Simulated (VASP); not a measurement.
# BN (P1) in VASP: settings compared

BN is run at these levels: LDA, PBE-based screened hybrid; tasks: single point.

Program: VASP 6.6.1. These are calculated values, not measurements. Logs are shortened: lines on timing, memory, paths and dates and some standing lists are left out, and cuts for length are marked.

### Step 1. The cell of the first run

The typed cell holds 2 atoms: a = 2.541 Å, b = 2.541 Å, c = 3.317 Å, α = 101.11°, β = 101.11°, γ = 119.81°.

### Step 2. Single point, LDA

INCAR

```
SYSTEM = BN
PREC = Accurate ; ENCUT = 520
EDIFF = 1E-6 ; ISMEAR = -1
SIGMA = 0.05 ; LREAL = .False.
LASPH = .True. ; NELM = 60
ALGO = Normal ; ISIF = 2
LWAVE = .False. ; LCHARG = .False.
NBANDS = 11
```

KPOINTS

```
Automatic mesh
0
Gamma
  13 13 9
  0 0 0
```

POSCAR

```
BN
1.0
    2.5410452472      0.0000000000      0.0000000000
   -1.2631167351      2.2048689444      0.0000000000
   -0.6389642561     -1.1024344721      3.0623148244
N B
1 1
Direct
    0.6685060000      0.3323850000      0.9849990000
    0.9796430000      0.9834990000      0.0018060000
```

Potentials or basis: VASP PAW LDA potentials, release 64 (N, B).

Launch:

```bash
$ cat potpaw_LDA.64/N/POTCAR potpaw_LDA.64/B/POTCAR > POTCAR
$ mpirun -np 1 vasp_std > vasp.out
```

OUTCAR:

```text
SYSTEM = BN
   PREC = Accurate
   ENCUT = 520
   EDIFF = 1E-6
   ISMEAR = -1
   LREAL = .False.
   LASPH = .True.
   NELM = 60
   ISIF = 2

 ion  position               nearest neighbor table
   1  0.669  0.332  0.985-   2 1.42   2 1.45   2 1.54
   2  0.980  0.983  0.002-   1 1.42   1 1.45   1 1.54

  LATTYP: Found a face centered orthorhombic cell.
 ALAT       =     2.5484403748
 B/A-ratio  =     1.7253460765
 C/A-ratio  =     2.4032854405

  Lattice vectors:

 A1 = (  -1.9020809912,   1.1024344723,   3.0623148244)
 A2 = (   0.6389642560,   1.1024344723,   3.0623148244)
 A3 = (  -1.2631167351,   2.2048689444,   0.0000000000)

Analysis of symmetry for initial positions (statically):
=====================================================================
 Subroutine PRICEL returns:
 Original cell was already a primitive cell.

 Routine SETGRP: Setting up the symmetry group for a
 face centered orthorhombic supercell.

 Subroutine GETGRP returns: Found  1 space group operations
 (whereof  1 operations were pure point group operations)
 out of a pool of  8 trial point group operations.

The static configuration has the point symmetry C_1 .

Analysis of symmetry for dynamics (positions and initial velocities):
=====================================================================
 Subroutine PRICEL returns:
 Original cell was already a primitive cell.

 Routine SETGRP: Setting up the symmetry group for a
 face centered orthorhombic supercell.

 Subroutine GETGRP returns: Found  1 space group operations
 (whereof  1 operations were pure point group operations)
 out of a pool of  8 trial point group operations.

The dynamic configuration has the point symmetry C_1 .

 Subroutine INISYM returns: Found  1 space group operations
 (whereof  1 operations are pure point group operations),
 and found     1 'primitive' translations

----------------------------------------------------------------------------------------

                                     Primitive cell

  volume of cell :      17.1571

  direct lattice vectors                    reciprocal lattice vectors
     2.541045247  0.000000000  0.000000000     0.393538840  0.225448998  0.163275179
    -1.263116735  2.204868944  0.000000000     0.000000000  0.453541696  0.163275179
    -0.638964256 -1.102434472  3.062314824     0.000000000  0.000000000  0.326550357

  length of vectors
     2.541045247  2.541045247  3.316837224     0.482036154  0.482036154  0.326550357

  position of ions in fractional coordinates (direct lattice)
     0.668506000  0.332385000  0.984999000
     0.979643000  0.983499000  0.001806000

  ion indices of the primitive-cell ions
   primitive index   ion index
                 1           1
                 2           2

----------------------------------------------------------------------------------------

 KPOINTS: Automatic mesh

Automatic generation of k-mesh.
 Grid dimensions read from file:
 generate k-points for:   13   13    9

 Generating k-lattice:

  Cartesian coordinates                     Fractional coordinates (reciprocal lattice)
     0.030272218  0.017342231  0.012559629     0.076923077  0.000000000 -0.000000000
     0.000000000  0.034887823  0.012559629     0.000000000  0.076923077 -0.000000000
     0.000000000  0.000000000  0.036283373     0.000000000  0.000000000  0.111111111

  Length of vectors
     0.037079704  0.037079704  0.036283373

  Shift w.r.t. Gamma in fractional coordinates (k-lattice)
     0.000000000  0.000000000  0.000000000

 -----------------------------------------------------------------------------
|                                                                             |
|           W    W    AA    RRRRR   N    N  II  N    N   GGGG   !!!           |
|           W    W   A  A   R    R  NN   N  II  NN   N  G    G  !!!           |
|           W    W  A    A  R    R  N N  N  II  N N  N  G       !!!           |
|           W WW W  AAAAAA  RRRRR   N  N N  II  N  N N  G  GGG   !            |
|           WW  WW  A    A  R   R   N   NN  II  N   NN  G    G                |
|           W    W  A    A  R    R  N    N  II  N    N   GGGG   !!!           |
|                                                                             |
|     Your reciprocal lattice and k-lattice belong to different lattice       |
|     classes:                                                                |
|                                                                             |
|        The reciprocal lattice is body-centered orthorhombic,                |
|        whereas your k-lattice is base-centered monoclinic.                  |
|                                                                             |
|     Results are often still useful ...                                      |
|                                                                             |
 -----------------------------------------------------------------------------

 WARNING: IBZKPT: internal override: KBLOWUP is changed to .FALSE.
      ... skipping the blow-up phase ...

 Subroutine IBZKPT returns following result:
 ===========================================

 Found    761 irreducible k-points:

 Following reciprocal coordinates:
            Coordinates               Weight
  0.000000  0.000000  0.000000      1.000000
  0.076923 -0.000000  0.000000      2.000000
  0.153846 -0.000000 -0.000000      2.000000
  0.230769 -0.000000  0.000000      2.000000
  0.307692 -0.000000 -0.000000      2.000000
  0.384615 -0.000000  0.000000      2.000000
[... 16 lines left out ...]
  0.153846  0.153846  0.000000      2.000000
  0.230769  0.153846  0.000000      2.000000
 [... further k-points ...]
   k-points           NKPTS =    761   k-points in BZ     NKDIM =    761   number of bands    NBANDS=     11
   number of dos      NEDOS =    301   number of ions     NIONS =      2
   total plane-waves  NPLWV =  11200
   dimension x,y,z NGX =    20 NGY =   20 NGZ =   28
   dimension x,y,z NGXF=    40 NGYF=   40 NGZF=   56
   ions per type =               1   1
   NGX,Y,Z   is equivalent  to a cutoff of  13.08, 13.08, 14.03 a.u.
   NGXF,Y,Z  is equivalent  to a cutoff of  26.17, 26.17, 28.07 a.u.
 SYSTEM =  BN
   PREC   = accura    normal or accurate (medium, high low for compatibility)
   ISTART =      0    job   : 0-new  1-cont  2-samecut
   ICHARG =      2    charge: 1-file 2-atom 10-const
   ISPIN  =      1    spin polarized calculation?
   LNONCOLLINEAR =      F non collinear calculations
   LSORBIT =      F    spin-orbit coupling
   LASPH  =      T    aspherical Exc in radial PAW
   ENCUT  =  520.0 eV  38.22 Ry    6.18 a.u.   4.72  4.72  6.17*2*pi/ulx,y,z
   NELM   =     60;   NELMIN=  2; NELMDL= -5     # of ELM steps
   EDIFF  = 0.1E-05   stopping-criterion for ELM
   LREAL  =      F    real-space projection
   EDIFFG = 0.1E-04   stopping-criterion for IOM
   NSW    =      0    number of steps for IOM
   IBRION =     -1    ionic relax: 0-MD 1-quasi-New 2-CG
   NFREE  =      0    steps in history (QN), initial steepest desc. (CG)
   ISIF   =      2    stress and relaxation
   ISYM   =      2    0-nonsym 1-usesym 2-fastsym
   POTIM  = 0.5000    time-step for ionic-motion
   TEBEG  =    0.0;   TEEND  =   0.0 temperature during run
   PSTRESS=    0.0 pullay stress
   NELECT =       8.0000    total number of electrons
   NUPDOWN=      -1.0000    fix difference up-down
   EMIN   =  10.00;   EMAX   =-10.00  energy-range for DOS
[... 5 lines left out ...]
     AMIX     =   0.40;   BMIX     =  1.00
     AMIX_MAG =   1.60;   BMIX_MAG =  1.00
  volume/ion in A,a.u.               =       8.58        57.89
  Fermi-wavevector in a.u.,A,eV,Ry     =   1.269472  2.398954 21.926596  1.611559
  Thomas-Fermi vector in A             =   2.402511
   LORBIT       =      0    0 simple, 1 ext, 2 COOP (PROOUT), +10 PAW based schemes
   GGA     = CA    functional components
   LHFCALC =     F    Hartree Fock is set to
   AEXX    =    0.0000 exact exchange contribution
   IVDW    =     0    specifies the selected vdW correction
   LEPSILON=     F    determine dielectric tensor
   LRPA    =     F    only Hartree local field effects (RPA)
 non-spin polarized calculation
  energy-cutoff  :      520.00
  volume of cell :       17.16
 maximum number of plane-waves:       475
   NGX =  9   NGY =  9   NGZ = 13

 number of electron       8.0000000 magnetization

 Free energy of the ion-electron system (eV)
  ---------------------------------------------------
  ext. energy  EPLUGINS =         0.00000000
  ---------------------------------------------------
  free energy    TOTEN  =       -19.12061093 eV

  energy without entropy =      -19.12061093  energy(sigma->0) =      -19.12061093

 E-fermi :   4.0866     XC(G=0): -10.9234

 val. band max:        3.0700006342   @ k =   0.3846   0.3846   0.1111
 cond. band min:       5.7205116306   @ k =  -0.4615  -0.4615   0.4444
 fundamental gap:      2.6505109965
 Fermi energy:         4.0865975409

 k-point     1 :       0.0000    0.0000    0.0000
  band No.  band energies     occupation
      1     -14.8126      2.00000
      2      -0.6878      2.00000
      3       0.5037      2.00000
      4       2.0910      2.00000
      5       8.1064      0.00000
      6      12.7659      0.00000
      7      14.8387      0.00000
      8      15.2631      0.00000
      9      17.2270      0.00000
     10      27.3690      0.00000
     11      29.5076      0.00000

 k-point     2 :       0.0769   -0.0000    0.0000
  band No.  band energies     occupation
      1     -14.6899      2.00000
      2      -0.6272      2.00000
      3       0.3240      2.00000
      4       1.5543      2.00000
      5       8.4254      0.00000
      6      12.8472      0.00000
      7      14.8697      0.00000
      8      15.2977      0.00000
      9      17.4961      0.00000
     10      27.3298      0.00000
     11      27.7873      0.00000
[... 295 lines left out ...]
 k-point    24 :       0.2308    0.1538    0.0000
  band No.  band energies     occupation
      1     -12.6936      2.00000
      2      -3.4863      2.00000
      3      -1.8909      2.00000
      4       0.5147      2.00000
      5       9.5856      0.00000
      6      12.8895      0.00000
      7      14.7455      0.00000
      8      18.1567      0.00000
      9      19.6083      0.00000
     10      22.7886      0.00000
     11      26.7396      0.00000

 [... further k-points ...]
[... 5 lines left out ...]
  --------------------------------------------------------------------------------------
  -------------------------------------------------------------------------------------
  Total       -2.6710436     -1.7686947      0.2402827     -0.3701090      0.1117372      0.0484324
  in kB     -249.4287653   -165.1651602     22.4382038    -34.5617059     10.4343046      4.5227415
  external PRESSURE =    -130.7185739 kB  Pullay stress =       0.0000000 kB

 VOLUME and BASIS-vectors are now :
 -----------------------------------------------------------------------------
  energy-cutoff  :      520.00
  volume of cell :       17.16
      direct lattice vectors                 reciprocal lattice vectors
     2.541045247  0.000000000  0.000000000     0.393538840  0.225448998  0.163275179
    -1.263116735  2.204868944  0.000000000     0.000000000  0.453541696  0.163275179
    -0.638964256 -1.102434472  3.062314824     0.000000000  0.000000000  0.326550357

 POSITION                                       TOTAL-FORCE (eV/Angst)
 -----------------------------------------------------------------------------------
      0.64948     -0.35303      3.01638        -1.485769     -1.864973      0.639460
      1.24589      2.16650      0.00553         1.485769      1.864973     -0.639460
 -----------------------------------------------------------------------------------
    total drift:                               -0.000182     -0.000185     -0.000170

  FREE ENERGIE OF THE ION-ELECTRON SYSTEM (eV)
  ---------------------------------------------------
  free  energy   TOTEN  =       -19.1206109303 eV

  energy  without entropy=      -19.1206109303  energy(sigma->0) =      -19.12061093
```

Run time: 48 s. Hardware: 1 thread of Intel Xeon 6975P-C (Granite Rapids), shared host; peak memory 0.23 GiB.

What came out:

| Quantity | Value |
| --- | --- |
| Free energy | -19.1206 eV |
| Pressure | -13.1 GPa |
| Largest force | 2.469 eV/Å |
| Band gap on the k mesh | 2.65 eV, indirect (least direct gap 4.30 eV) |

Forces on the atoms (eV/Å):
```
N   -1.486 -1.865  0.639
B    1.486  1.865 -0.639
```

Caveat: forces of over 1 eV/Å act on the atoms, so gaps and moduli don't describe the material at rest. A k mesh can miss the band edges.

### Step 3. Single point, PBE-based screened hybrid

This run uses another cell than the first one, of 8.25 Å³/atom, 0.962 times its volume.

POSCAR

```
BN
1.0
    2.5080409239      0.0000000000      0.0000000000
   -1.2467107647      2.1762310413      0.0000000000
   -0.6306650796     -1.0881155206      3.0225400000
N B
1 1
Direct
    0.6685060000      0.3323850000      0.9849990000
    0.9796430000      0.9834990000      0.0018060000
```

INCAR.step1

```
SYSTEM = BN
ALGO = Normal ; EDIFF = 1E-5
ENCUT = 520 ; GGA = PE
ISIF = 2 ; ISMEAR = -1
LASPH = .True. ; LREAL = .False.
LWAVE = .True. ; NBANDS = 11
NELM = 100 ; PREC = Accurate
SIGMA = 0.05
```

INCAR.step2

```
SYSTEM = BN
AEXX = 0.25 ; ALGO = Normal
EDIFF = 1E-6 ; ENCUT = 520
GGA = PE ; HFSCREEN = 0.3
ISIF = 2 ; ISMEAR = -1
ISTART = 1 ; LASPH = .True.
LCHARG = .True. ; LELF = .True.
LHFCALC = .True. ; LREAL = .False.
LVHAR = .True. ; LWAVE = .False.
NBANDS = 11 ; NELM = 100
PREC = Accurate ; PRECFOCK = Normal
SIGMA = 0.05
```

KPOINTS

```
k-points
0
Gamma
  7 7 5
  0 0 0
```

Potentials or basis: VASP PAW PBE potentials, release 64 (N, B).

Launch:

```bash
$ cat potpaw_PBE.64/N/POTCAR potpaw_PBE.64/B/POTCAR > POTCAR
$ cp INCAR.step1 INCAR
$ mpirun -np 1 vasp_std > vasp.out
$ cp INCAR.step2 INCAR
$ mpirun -np 1 vasp_std > vasp.out
```

It took 26 min on 1 thread of AMD EPYC 7R43 (Zen 3), shared host; peak memory 0.21 GiB.

Results (log left out):

```
Free energy            : -19.8343 eV
Pressure               : -0.2 GPa
Largest force          : 2.806 eV/Å
Band gap on the k mesh : 4.14 eV, indirect (least direct gap 5.97 eV)
```

Forces on the atoms (eV/Å):
```
N   -1.708 -2.131  0.643
B    1.708  2.131 -0.643
```

Stress tensor (GPa, compression positive):
```
-9.82 -4.78  0.57
-4.78  1.66  1.20
 0.57  1.20  7.50
```

Levels at points of the mesh, in eV from the valence-band top:
| k point | band 2 | band 3 | band 4 | band 5 | band 6 | band 7 |
| --- | --- | --- | --- | --- | --- | --- |
| (0.00, 0.00, 0.00) | -4.02 | -2.68 | -0.92 | 6.56 | 11.73 | 13.87 |

Caveat: the k points lie up to 0.44 Å⁻¹ apart; the PAW data sets were made with another functional, which shifts forces and pressure a little. A k mesh can miss the band edges.
